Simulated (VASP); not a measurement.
Set up this calculation in VASP 6.6.1, as the native input.

```yaml
Task: single point
Functional: PBE
Potentials_or_basis: VASP PAW PBE potentials, release 64 (Hg, Mn_pv)
Cutoff: 520 eV
k_mesh: 7 × 7 × 7
Occupations: fermi-dirac, width 0.05 eV
Spin: collinear spin, ferromagnetic start
Starting_moments: "[0.0, 2.0] μB"
Fixed_moment: 2 μB
Dipole_correction: no
Further_INCAR_settings: ALGO = Normal; EDIFF = 1e-07; NBANDS = 24
```

The structure of MnHg lies in POSCAR:

```
MnHg
1.0
    3.3150000000      0.0000000000      0.0000000000
    0.0000000000      3.3150000000      0.0000000000
    0.0000000000      0.0000000000      3.3150000000
Hg Mn
1 1
Direct
    0.0000000000      0.0000000000      0.0000000000
    0.5000000000      0.5000000000      0.5000000000
```

The input as run:

INCAR

```
SYSTEM = MnHg
ALGO     = Normal         ! electronic algorithm
EDIFF    = 1E-7           ! SCF threshold, eV
ENCUT    = 520            ! plane-wave cutoff, eV
GGA      = PE             ! functional
ISIF     = 2              ! what is computed and relaxed
ISMEAR   = -1             ! smearing method
ISPIN    = 2              ! spin polarisation
LASPH    = .TRUE.         ! aspherical terms in the spheres
LCHARG   = .FALSE.        ! write CHGCAR
LMAXMIX  = 4              ! l up to which the mixer works
LORBIT   = 11             ! projections on sites
LREAL    = .FALSE.        ! projectors in reciprocal space
LWAVE    = .FALSE.        ! write WAVECAR
MAGMOM   = 0 2            ! initial moments
NBANDS   = 24             ! bands
NELM     = 150            ! most SCF steps
NUPDOWN  = 2.0            ! fixed moment
PREC     = Accurate       ! precision mode
SIGMA    = 0.05           ! smearing width, eV
```

KPOINTS

```
k-points
0
G
  7 7 7
  0 0 0
```

Potentials or basis: VASP PAW PBE potentials, release 64 (Hg, Mn_pv).

The run is started by

```console
$ cat potpaw_PBE.64/Hg/POTCAR potpaw_PBE.64/Mn_pv/POTCAR > POTCAR
$ mpirun -np 1 vasp_std > vasp.out
```

Results of the run:

| Item | Value |
| --- | --- |
| Pressure | -9.5 GPa |
| Net moment | 2.00 μB per cell |
| Site moments | Hg -0.11; Mn +2.19 μB |
| Valence electrons inside the program's atomic spheres | Hg 10.54; Mn 11.44 |

Caveat: the total moment is fixed, so each spin has its own Fermi level.

Wall time 32 s on 1 thread of Intel(R) Xeon(R) Platinum 8488C (Sapphire Rapids), on a shared host, peak memory 0.19 GiB.
